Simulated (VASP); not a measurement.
# TePb (Fm-3m) in VASP: notebook

The runs below take TePb through relaxation of cell and atoms, with LDA.

Program: VASP 6.6.1. These are calculated values, not measurements. Logs are shortened: lines on timing, memory, paths and dates and some standing lists are left out, and cuts for length are marked.

### 1 The cell of the first run

Symmetry: Fm-3m, No. 225, cubic system. Conventional cell: a = 6.382 Å, b = 6.382 Å, c = 6.382 Å, α = 90.00°, β = 90.00°, γ = 90.00°. Te (site symmetry m-3m) has 6 Pb at 3.19 Å within 4.2 Å. Pb (site symmetry m-3m) has 6 Te at 3.19 Å within 4.2 Å.

### 2 Relaxation of cell and atoms, LDA, target pressure 4 GPa, at which the enthalpy is minimised

INCAR reads:

```
  ALGO = Normal
  EDIFF = 1E-7
  EDIFFG = -0.002
  ENCUT = 500
  GGA_COMPAT = False
  IBRION = 2
  ISIF = 3
  ISMEAR = 0
  LASPH = True
  LCHARG = False
  LREAL = False
  LWAVE = False
  NELM = 120
  NELMIN = 4
  NSW = 100
  PREC = Accurate
  PSTRESS = 40.0
  SIGMA = 0.01
```

KPOINTS reads:

```
k-points
0
Gamma
  6 6 6
```

POSCAR reads:

```
TePb
1.0
    3.1909121651      3.1909121651      0.0000000000
   -3.1909121651      3.1909121651      0.0000000000
    0.0000000000      3.1909121651      3.1909121651
Te Pb
1 1
Direct
    0.5000000000      0.5000000000      0.0000000000
    0.0000000000      0.0000000000      0.0000000000
```

Potentials or basis: VASP PAW LDA potentials, release 64 (Te, Pb_d).

Launch:

```sh
$ cat potpaw_LDA.64/Te/POTCAR potpaw_LDA.64/Pb_d/POTCAR > POTCAR
$ mpirun -np 1 vasp_std > vasp.out
```

OUTCAR:

```text
EDIFF = 1E-7
   EDIFFG = -0.002
   ENCUT = 500
   IBRION = 2
   ISIF = 3
   ISMEAR = 0
   LASPH = True
   LREAL = False
   NELM = 120
   NELMIN = 4
   NSW = 100
   PREC = Accurate
   PSTRESS = 40.0

 ion  position               nearest neighbor table
   1  0.500  0.500  0.000-   2 3.19   2 3.19   2 3.19   2 3.19   2 3.19   2 3.19
   2  0.000  0.000  0.000-   1 3.19   1 3.19   1 3.19   1 3.19   1 3.19   1 3.19

  LATTYP: Found a face centered cubic cell.
 ALAT       =     6.3818243302

  Lattice vectors:

 A1 = (   0.0000000000,   3.1909121651,   3.1909121651)
 A2 = (   3.1909121651,   0.0000000000,   3.1909121651)
 A3 = (   3.1909121651,   3.1909121651,   0.0000000000)

Analysis of symmetry for initial positions (statically):
=====================================================================
 Subroutine PRICEL returns:
 Original cell was already a primitive cell.

 Routine SETGRP: Setting up the symmetry group for a
 face centered cubic supercell.

 Subroutine GETGRP returns: Found 48 space group operations
 (whereof 48 operations were pure point group operations)
 out of a pool of 48 trial point group operations.

The static configuration has the point symmetry O_h .

Analysis of symmetry for dynamics (positions and initial velocities):
=====================================================================
 Subroutine PRICEL returns:
 Original cell was already a primitive cell.

 Routine SETGRP: Setting up the symmetry group for a
 face centered cubic supercell.

 Subroutine GETGRP returns: Found 48 space group operations
 (whereof 48 operations were pure point group operations)
 out of a pool of 48 trial point group operations.

The dynamic configuration has the point symmetry O_h .

 Subroutine INISYM returns: Found 48 space group operations
 (whereof 48 operations are pure point group operations),
 and found     1 'primitive' translations

----------------------------------------------------------------------------------------

                                     Primitive cell

  volume of cell :      64.9792

  direct lattice vectors                    reciprocal lattice vectors
     3.190912165  3.190912165  0.000000000     0.156695006  0.156695006 -0.156695006
    -3.190912165  3.190912165  0.000000000    -0.156695006  0.156695006 -0.156695006
     0.000000000  3.190912165  3.190912165     0.000000000  0.000000000  0.313390011

  length of vectors
     4.512631260  4.512631260  4.512631260     0.271403711  0.271403711  0.313390011

  position of ions in fractional coordinates (direct lattice)
     0.500000000  0.500000000  0.000000000
     0.000000000  0.000000000  0.000000000

  ion indices of the primitive-cell ions
   primitive index   ion index
                 1           1
                 2           2

----------------------------------------------------------------------------------------

 KPOINTS: k-points

Automatic generation of k-mesh.
 Grid dimensions read from file:
 generate k-points for:    6    6    6

 Generating k-lattice:

  Cartesian coordinates                     Fractional coordinates (reciprocal lattice)
     0.026115834  0.026115834 -0.026115834     0.166666667  0.000000000  0.000000000
    -0.026115834  0.026115834 -0.026115834     0.000000000  0.166666667  0.000000000
     0.000000000  0.000000000  0.052231669     0.000000000  0.000000000  0.166666667

  Length of vectors
     0.045233952  0.045233952  0.052231669

  Shift w.r.t. Gamma in fractional coordinates (k-lattice)
     0.000000000  0.000000000  0.000000000

 Subroutine IBZKPT returns following result:
 ===========================================

 Found     16 irreducible k-points:

 Following reciprocal coordinates:
            Coordinates               Weight
  0.000000  0.000000  0.000000      1.000000
  0.166667  0.000000  0.000000      8.000000
  0.333333  0.000000  0.000000      8.000000
  0.500000  0.000000  0.000000      4.000000
  0.166667  0.166667  0.000000     12.000000
  0.333333  0.166667  0.000000     24.000000
[... 8 lines left out ...]
  0.500000  0.333333  0.166667     24.000000
  0.500000  0.500000  0.166667     12.000000
   k-points           NKPTS =     16   k-points in BZ     NKDIM =     16   number of bands    NBANDS=     14
   number of dos      NEDOS =    301   number of ions     NIONS =      2
   total plane-waves  NPLWV =  46656
   dimension x,y,z NGX =    36 NGY =   36 NGZ =   36
   dimension x,y,z NGXF=    72 NGYF=   72 NGZF=   72
   ions per type =               1   1
   NGX,Y,Z   is equivalent  to a cutoff of  13.26, 13.26, 13.26 a.u.
   NGXF,Y,Z  is equivalent  to a cutoff of  26.52, 26.52, 26.52 a.u.
 SYSTEM =  unknown system
   PREC   = accura    normal or accurate (medium, high low for compatibility)
   ISTART =      0    job   : 0-new  1-cont  2-samecut
   ICHARG =      2    charge: 1-file 2-atom 10-const
   ISPIN  =      1    spin polarized calculation?
   LNONCOLLINEAR =      F non collinear calculations
   LSORBIT =      F    spin-orbit coupling
   LASPH  =      T    aspherical Exc in radial PAW
   ENCUT  =  500.0 eV  36.75 Ry    6.06 a.u.   8.23  8.23  8.23*2*pi/ulx,y,z
   NELM   =    120;   NELMIN=  4; NELMDL= -5     # of ELM steps
   EDIFF  = 0.1E-06   stopping-criterion for ELM
   LREAL  =      F    real-space projection
   EDIFFG = -.2E-02   stopping-criterion for IOM
   NSW    =    100    number of steps for IOM
   IBRION =      2    ionic relax: 0-MD 1-quasi-New 2-CG
   NFREE  =      1    steps in history (QN), initial steepest desc. (CG)
   ISIF   =      3    stress and relaxation
   ISYM   =      2    0-nonsym 1-usesym 2-fastsym
   POTIM  = 0.5000    time-step for ionic-motion
   TEBEG  =    0.0;   TEEND  =   0.0 temperature during run
   PSTRESS=   40.0 pullay stress
   NELECT =      20.0000    total number of electrons
   NUPDOWN=      -1.0000    fix difference up-down
   EMIN   =  10.00;   EMAX   =-10.00  energy-range for DOS
   EFERMI =   0.00;   METHOD = LEGACY
   ISMEAR =     0;   SIGMA  =   0.01  broadening in eV -4-tet -1-fermi 0-gaus
   EFERMI_NEDOS =   21; number of points for ismear=-14 and -15
   IALGO  =     38    algorithm
   IMIX   =      4    mixing-type and parameters
     AMIX     =   0.40;   BMIX     =  1.00
     AMIX_MAG =   1.60;   BMIX_MAG =  1.00
  volume/ion in A,a.u.               =      32.49       219.25
  Fermi-wavevector in a.u.,A,eV,Ry     =   1.105333  2.088777 16.623082  1.221762
  Thomas-Fermi vector in A             =   2.241819
   LORBIT       =      0    0 simple, 1 ext, 2 COOP (PROOUT), +10 PAW based schemes
   GGA     = CA    functional components
   LHFCALC =     F    Hartree Fock is set to
   AEXX    =    0.0000 exact exchange contribution
   IVDW    =     0    specifies the selected vdW correction
   LEPSILON=     F    determine dielectric tensor
   LRPA    =     F    only Hartree local field effects (RPA)
 conjugate gradient relaxation of ions
 non-spin polarized calculation
 Gauss-broadening in eV      SIGMA  =   0.01
  energy-cutoff  :      500.00
  volume of cell :       64.98
 maximum number of plane-waves:      1676
 NGX is ok and might be reduce to    36
   NGX = 17   NGY = 17   NGZ = 17

--------------------------------------- Ionic step        1  -------------------------------------------

 number of electron      19.9999999 magnetization

 Free energy of the ion-electron system (eV)
  ---------------------------------------------------
  ext. energy  EPLUGINS =         0.00000000
  ---------------------------------------------------
  free energy    TOTEN  =        -8.77568257 eV

  energy without entropy =       -8.77568257  energy(sigma->0) =       -8.77568257

 E-fermi :   5.9633     XC(G=0):  -9.7398

 val. band max:        5.9204369622   @ k =   0.5000   0.0000   0.0000
 cond. band min:       6.4757277639   @ k =   0.5000   0.0000   0.0000
 fundamental gap:      0.5552908017
 Fermi energy:         5.9633025274

 k-point     1 :       0.0000    0.0000    0.0000
  band No.  band energies     occupation
      1     -10.8278      2.00000
      2     -10.8278      2.00000
      3     -10.8108      2.00000
      4     -10.8108      2.00000
      5     -10.8108      2.00000
      6      -6.4607      2.00000
      7       0.3343      2.00000
      8       4.4224      2.00000
      9       4.4224      2.00000
     10       4.4224      2.00000
     11       9.9410      0.00000
     12       9.9410      0.00000
     13       9.9410      0.00000
     14      11.6073      0.00000

 k-point     2 :       0.1667    0.0000    0.0000
  band No.  band energies     occupation
      1     -10.8318      2.00000
      2     -10.8318      2.00000
      3     -10.8102      2.00000
      4     -10.8064      2.00000
      5     -10.8064      2.00000
      6      -6.2114      2.00000
      7      -0.4761      2.00000
      8       4.4998      2.00000
      9       4.4998      2.00000
     10       4.8695      2.00000
[... 421 lines left out ...]
  FREE ENERGIE OF THE ION-ELECTRON SYSTEM (eV)
  ---------------------------------------------------
  free  energy   TOTEN  =        -8.7257773873 eV

  energy  without entropy=       -8.7257773873  energy(sigma->0) =       -8.72577739

  enthalpy is  TOTEN    =        -7.2089514412 eV   P V=        1.5168259462

--------------------------------------- Ionic step        6  -------------------------------------------

 number of electron      20.0000001 magnetization

 Free energy of the ion-electron system (eV)
  ---------------------------------------------------
  ext. energy  EPLUGINS =         0.00000000
  ---------------------------------------------------
  free energy    TOTEN  =        -8.72460052 eV

  energy without entropy =       -8.72460052  energy(sigma->0) =       -8.72460052

 E-fermi :   6.9847     XC(G=0): -10.0445

 val. band max:        6.9077853915   @ k =   0.5000   0.0000   0.0000
 cond. band min:       7.2933293806   @ k =   0.5000   0.0000   0.0000
 fundamental gap:      0.3855439891
 Fermi energy:         6.9847343370

 k-point     1 :       0.0000    0.0000    0.0000
  band No.  band energies     occupation
      1     -10.0283      2.00000
      2     -10.0283      2.00000
      3     -10.0049      2.00000
      4     -10.0049      2.00000
      5     -10.0049      2.00000
      6      -6.1247      2.00000
      7       1.4803      2.00000
      8       5.1000      2.00000
      9       5.1000      2.00000
     10       5.1000      2.00000
     11      10.9596      0.00000
     12      10.9596      0.00000
     13      10.9596      0.00000
     14      12.3980      0.00000

 k-point     2 :       0.1667    0.0000    0.0000
  band No.  band energies     occupation
      1     -10.0338      2.00000
      2     -10.0338      2.00000
      3     -10.0043      2.00000
      4      -9.9991      2.00000
      5      -9.9991      2.00000
      6      -5.8510      2.00000
      7       0.4673      2.00000
      8       5.1854      2.00000
      9       5.1854      2.00000
     10       5.6989      2.00000
[... 262 lines left out ...]
 POSITION                                       TOTAL-FORCE (eV/Angst)
 -----------------------------------------------------------------------------------
     -0.00000      3.11941     -0.00000        -0.000000     -0.000000      0.000000
     -0.00000      0.00000     -0.00000         0.000000      0.000000      0.000000
 -----------------------------------------------------------------------------------
    total drift:                                0.000000      0.000000     -0.000000

  FREE ENERGIE OF THE ION-ELECTRON SYSTEM (eV)
  ---------------------------------------------------
  free  energy   TOTEN  =        -8.7246005233 eV

  energy  without entropy=       -8.7246005233  energy(sigma->0) =       -8.72460052

  enthalpy is  TOTEN    =        -7.2089588808 eV   P V=        1.5156416425

 reached required accuracy - stopping structural energy minimisation
```

Wall time 28 s (1 thread of Intel Xeon Platinum 8559C (Emerald Rapids), shared host); peak memory 0.17 GiB.

Results:

* Free energy: -8.7246 eV
* Relaxed volume: 30.35 Å³/atom
* Relaxed cell: a = 4.412 Å, b = 4.412 Å, c = 4.412 Å, α = 60.00°, β = 60.00°, γ = 90.00°
* Space group after relaxing (to 0.1 Å): Fm-3m (No. 225)
* Energy change on relaxing (the run minimises the enthalpy): +25.5 meV/atom
* Ionic steps: 6
* Pressure after relaxing: 4.0 GPa
* Band gap on the k mesh: 0.39 eV

Step by step:
```
step  energy change (eV)  largest force (eV/Å)  pressure (GPa)  volume (Å³)
   1              0.0000                0.0000            0.06        64.98
   2              0.1576                0.0000            7.72        57.76
   3              0.0504                0.0000            3.96        60.74
   4              0.0525                0.0000            4.07        60.65
   5              0.0499                0.0000            3.95        60.76
   6              0.0511                0.0000            4.00        60.71
```

Final structure:
```
CELL_PARAMETERS angstrom
3.11941 3.11941 0.00000
-3.11941 3.11941 0.00000
0.00000 3.11941 3.11941
ATOMIC_POSITIONS crystal
Te 0.50000 0.50000 0.00000
Pb 0.00000 0.00000 0.00000
```

Caveat: the cell is relaxed towards a set pressure, so the run minimises the enthalpy, not the energy; spin-orbit coupling is left out, which moves the levels of the heavy elements. LDA usually gives volumes a few per cent too small.

### 3 Relaxation of cell and atoms, LDA, target pressure 7 GPa, at which the enthalpy is minimised

INCAR reads:

```
  ALGO = Normal
  EDIFF = 1E-7
  EDIFFG = -0.002
  ENCUT = 500
  GGA_COMPAT = F
  IBRION = 2
  ISIF = 3
  ISMEAR = 0
  LASPH = T
  LCHARG = F
  LREAL = F
  LWAVE = F
  NELM = 120
  NELMIN = 4
  NSW = 100
  PREC = Accurate
  PSTRESS = 70.0
  SIGMA = 0.01
```

KPOINTS is that of step 2.

POSCAR is that of step 2.

Potentials or basis: VASP PAW LDA potentials, release 64 (Te, Pb_d).

Launch:

```sh
$ cat potpaw_LDA.64/Te/POTCAR potpaw_LDA.64/Pb_d/POTCAR > POTCAR
$ mpirun -np 1 vasp_std > vasp.out
```

Wall time 23 s (1 thread of Intel Xeon Platinum 8559C (Emerald Rapids), shared host); peak memory 0.18 GiB.

Results (log left out):

- Free energy: -8.6419 eV
- Relaxed volume: 29.14 Å³/atom
- Relaxed cell: a = 4.352 Å, b = 4.352 Å, c = 4.352 Å, α = 60.00°, β = 60.00°, γ = 90.00°
- Space group after relaxing (to 0.1 Å): Fm-3m (No. 225)
- Energy change on relaxing (the run minimises the enthalpy): +66.9 meV/atom
- Ionic steps: 4
- Pressure after relaxing: 7.0 GPa
- Band gap on the k mesh: 0.27 eV

Step by step:
| step | energy change (eV) | largest force (eV/Å) | pressure (GPa) | volume (Å³) |
| --- | --- | --- | --- | --- |
| 1 | 0.0000 | 0.0000 | 0.06 | 64.98 |
| 2 | 0.5396 | 0.0000 | 16.61 | 52.63 |
| 3 | 0.1280 | 0.0000 | 6.80 | 58.41 |
| 4 | 0.1338 | 0.0000 | 7.00 | 58.27 |

Final structure:
```
Te Pb
1.0
     3.07714    3.07714    0.00000
    -3.07714    3.07714    0.00000
     0.00000    3.07714    3.07714
Te Pb
1 1
Direct
  0.50000 0.50000 0.00000
  0.00000 0.00000 0.00000
```

Levels at points of the mesh, in eV from the valence-band top:
```csv
k point,band 8,band 9,band 10,band 11,band 12,band 13
"(0.00, 0.00, 0.00)",-2.01,-2.01,-2.01,4.06,4.06,4.06
"(0.50, 0.00, 0.00)",-1.41,-1.41,0.00,0.27,0.73,0.73
"(0.50, 0.50, 0.00)",-5.83,-3.79,-3.79,2.51,5.86,5.86
```

Caveat: the cell is relaxed towards a set pressure, so the run minimises the enthalpy, not the energy; spin-orbit coupling is left out, which moves the levels of the heavy elements. LDA usually gives volumes a few per cent too small.

### 4 Relaxation of cell and atoms, LDA, target pressure 10 GPa, at which the enthalpy is minimised

INCAR reads:

```
SYSTEM = TePb
ALGO     = Normal         ! electronic algorithm
EDIFF    = 1E-7           ! SCF threshold, eV
EDIFFG   = -0.002         ! ionic threshold
ENCUT    = 500            ! plane-wave cutoff, eV
GGA_COMPAT= .FALSE.      
IBRION   = 2              ! ionic algorithm
ISIF     = 3              ! what is computed and relaxed
ISMEAR   = 0              ! smearing method
LASPH    = .TRUE.         ! aspherical terms in the spheres
LCHARG   = .FALSE.        ! write CHGCAR
LREAL    = .FALSE.        ! projectors in reciprocal space
LWAVE    = .FALSE.        ! write WAVECAR
NELM     = 120            ! most SCF steps
NELMIN   = 4            
NSW      = 100            ! ionic steps
PREC     = Accurate       ! precision mode
PSTRESS  = 100.0        
SIGMA    = 0.01           ! smearing width, eV
```

KPOINTS reads:

```
k-points
0
G
  6 6 6
  0 0 0
```

POSCAR is that of step 3.

Launch:

```sh
$ cat potpaw_LDA.64/Te/POTCAR potpaw_LDA.64/Pb_d/POTCAR > POTCAR
$ mpirun -np 1 vasp_std > vasp.out
```

Run time: 37 s. Hardware: 1 thread of Intel Xeon Platinum 8559C (Emerald Rapids), shared host; peak memory 0.18 GiB.

The run converged. Its results:

| Item | Value |
| --- | --- |
| Free energy | -8.5357 eV |
| Relaxed volume | 28.13 Å³/atom |
| Relaxed cell | a = 4.301 Å, b = 4.301 Å, c = 4.301 Å, α = 60.00°, β = 60.00°, γ = 90.00° |
| Space group after relaxing (to 0.1 Å) | Fm-3m (No. 225) |
| Energy change on relaxing (the run minimises the enthalpy) | +120.0 meV/atom |
| Ionic steps | 7 |
| Pressure after relaxing | 10.0 GPa |
| Band gap on the k mesh | 0.16 eV |

The path:
| step | energy change (eV) | largest force (eV/Å) | pressure (GPa) | volume (Å³) |
| --- | --- | --- | --- | --- |
| 1 | 0.0000 | 0.0000 | 0.06 | 64.98 |
| 2 | 1.2283 | 0.0000 | 30.22 | 47.81 |
| 3 | 0.2264 | 0.0000 | 9.63 | 56.48 |
| 4 | 0.2382 | 0.0000 | 9.96 | 56.29 |
| 5 | 0.2486 | 0.0000 | 10.23 | 56.12 |
| 6 | 0.2302 | 0.0000 | 9.74 | 56.42 |
| 7 | 0.2400 | 0.0000 | 10.01 | 56.26 |

Final structure:
```cif
data_structure
_symmetry_space_group_name_H-M 'P 1'
_symmetry_Int_Tables_number 1
_cell_length_a 4.3011
_cell_length_b 4.3011
_cell_length_c 4.3011
_cell_angle_alpha 60.000
_cell_angle_beta 60.000
_cell_angle_gamma 90.000
_cell_volume 56.26
loop_
_atom_site_label
_atom_site_type_symbol
_atom_site_fract_x
_atom_site_fract_y
_atom_site_fract_z
_atom_site_occupancy
Te1 Te 0.50000 0.50000 0.00000 1
Pb1 Pb 0.00000 0.00000 0.00000 1
```

Levels at points of the mesh, in eV from the valence-band top:
| k point | band 6 | band 7 | band 8 | band 9 | band 10 | band 11 | band 12 | band 13 | band 14 |
| --- | --- | --- | --- | --- | --- | --- | --- | --- | --- |
| (0.00, 0.00, 0.00) | -13.84 | -5.24 | -2.19 | -2.19 | -2.19 | 4.05 | 4.05 | 4.05 | 5.24 |
| (0.50, 0.00, 0.00) | -11.87 | -9.89 | -1.55 | -1.55 | 0.00 | 0.16 | 0.59 | 0.59 | 8.44 |
| (0.50, 0.50, 0.00) | -11.37 | -7.79 | -6.18 | -4.06 | -4.06 | 2.31 | 5.97 | 5.97 | 7.60 |

Caveat: the cell is relaxed towards a set pressure, so the run minimises the enthalpy, not the energy; spin-orbit coupling is left out, which moves the levels of the heavy elements. Zero-point motion and thermal expansion aren't in these numbers.

(Part 1 of 2 ends here.)
